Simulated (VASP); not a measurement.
A run of VASP 6.6.1 is set up as follows.

Contents of INCAR:

```
SYSTEM = Zr
PREC = Accurate ; ENCUT = 500
EDIFF = 1E-6 ; ISMEAR = 0
SIGMA = 0.1 ; LREAL = .FALSE.
LASPH = .TRUE. ; NELM = 120
ALGO = Normal ; ISIF = 2
LWAVE = .FALSE. ; LCHARG = .FALSE.
GGA = PE ; IVDW = 12
NBANDS = 19 ; GGA_COMPAT = .FALSE.
```

Contents of KPOINTS:

```
Automatic mesh
0
G
  15 15 8
  0 0 0
```

File POSCAR:

```
Zr
1.0
    3.1835874052      0.0000000000      0.0000000000
   -1.5917937026      2.7570675681      0.0000000000
    0.0000000000      0.0000000000      5.1155521389
Zr
2
Direct
    0.3333333333      0.6666666667      0.2500000000
    0.6666666667      0.3333333333      0.7500000000
```

Potentials or basis: VASP PAW PBE potentials, release 64 (Zr_sv).

Run with:

```bash
$ cat potpaw_PBE.64/Zr_sv/POTCAR > POTCAR
$ mpirun -np 1 vasp_std > vasp.out
```

Q: What does it give for the dispersion energy per atom?

A: -0.549 eV.

Q: Estimate the pressure.

A: 0.0 GPa.

Q: Estimate the band gap on the k mesh.

A: Zero (bands 12 and 13 overlap by 1.30 eV).
